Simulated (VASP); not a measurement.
Input of a VASP 6.6.1 run:

INCAR

```
SYSTEM = B
ALGO = Normal
EDIFF = 1E-7
ENCUT = 520
GGA = PE
ISIF = 2
ISMEAR = 0
LASPH = .True.
LCHARG = .False.
LREAL = .False.
LWAVE = .False.
NBANDS = 14
NELM = 100
PREC = Accurate
SIGMA = 0.01
```

The input KPOINTS:

```
k-points
0
Gamma
  14 14 12
  0 0 0
```

File POSCAR:

```
B
1.0
    2.6388769855     -1.6125457234      0.0014766135
    2.6388769855      1.6125457234      0.0014766135
   -0.0343368029      0.0000000000      3.1679734066
B
4
Direct
    0.2164348769      0.4651133046      0.3175810500
    0.4651133046      0.2164348769      0.8175810500
    0.5348866954      0.7835651231      0.1824189500
    0.7835651231      0.5348866954      0.6824189500
```

Potentials or basis: VASP PAW PBE potentials, release 64 (B).

Launch:

```bash
$ cat potpaw_PBE.64/B/POTCAR > POTCAR
$ mpirun -np 1 vasp_std > vasp.out
```

Question: Estimate the pressure.

Answer: 0.0 GPa.

Question: What does it give for the band gap on the k mesh?

Answer: Zero (band 6 reaches 8.03 eV, above the bottom of band 7 at 7.71 eV).

Stress tensor (GPa, compression positive):
```
-0.02  0.00 -0.06
 0.00 -0.02  0.00
-0.06  0.00  0.00
```
